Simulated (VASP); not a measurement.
Si: single point with LDA

Si:

```
CELL_PARAMETERS angstrom
-3.28369 3.28369 -3.28369
-3.28369 -3.28369 3.28369
0.00000 6.92094 6.92094
ATOMIC_POSITIONS crystal
Si 0.89776 0.89776 0.76022
Si 0.39776 0.39776 0.28576
Si 0.25000 0.95448 0.90043
Si 0.75000 0.45448 0.42597
Si 0.64776 0.14776 0.80341
Si 0.14776 0.64776 0.32895
Si 0.70448 0.50000 0.66320
Si 0.20448 0.00000 0.18874
Si 0.60224 0.60224 0.09172
Si 0.10224 0.10224 0.56618
Si 0.25000 0.54552 0.90043
Si 0.75000 0.04552 0.42597
Si 0.85224 0.35224 0.04853
Si 0.35224 0.85224 0.52299
Si 0.29552 0.50000 0.66320
Si 0.79552 0.00000 0.18874
```

This cell differs from its parent crystal: the distance across one plane changed.

```json
{
  "Program": "VASP 6.6.1",
  "Task": "single point",
  "Functional": "LDA",
  "Potentials or basis": "VASP PAW LDA potentials, release 64 (Si)",
  "Cutoff": "500 eV",
  "k mesh": "7 × 7 × 4",
  "Occupations": "gaussian, width 0.15 eV",
  "Spin": "no spin polarisation"
}
```

| Quantity | Value |
| --- | --- |
| Pressure | -3.2 GPa |
| Largest force | 1.958 eV/Å |
| Band gap on the k mesh | zero (bands 32 and 33 overlap by 0.34 eV) |

Forces in eV/Å, atoms in the order of the input:
```
Si  -0.081 -0.050  0.144
Si   0.096 -0.161 -0.085
Si  -0.008  0.768  0.969
Si  -0.063 -0.045 -0.053
Si  -0.437  0.853  0.840
Si   0.114 -0.147 -0.181
Si  -0.060  0.233  0.210
Si   0.015 -0.680 -0.998
Si   0.509 -0.974 -0.467
Si  -0.004  0.056 -0.005
Si   0.156  1.481  1.272
Si  -0.006  0.002 -0.011
Si  -0.229 -1.133 -1.409
Si  -0.103  0.077  0.168
Si   0.110 -0.009 -0.059
Si  -0.009 -0.270 -0.335
```

Stress tensor (GPa, compression positive):
```
-1.64  0.67  0.21
 0.67 -4.03 -3.18
 0.21 -3.18 -3.98
```

Levels at points of the mesh, in eV from the Fermi level:
```csv
k point,band 29,band 30,band 31,band 32,band 33,band 34,band 35,band 36
"(0.00, 0.00, 0.00)",-1.32,-1.24,-1.08,-0.64,0.13,0.25,1.24,1.41
"(0.00, 0.00, 0.50)",-2.16,-2.02,-0.97,-0.59,0.87,1.22,1.33,1.44
```

Run time: 12 min on 1 thread of Intel(R) Xeon(R) 6975P-C (Granite Rapids), with other jobs on the host, peak memory 0.82 GiB.

Caveat: the cell differs from its parent crystal (the distance across one plane changed); the cell stands under tension; semilocal functionals underestimate gaps, so a narrow gap can read as zero; forces of over 1 eV/Å act on the atoms, so gaps and moduli don't describe the material at rest.
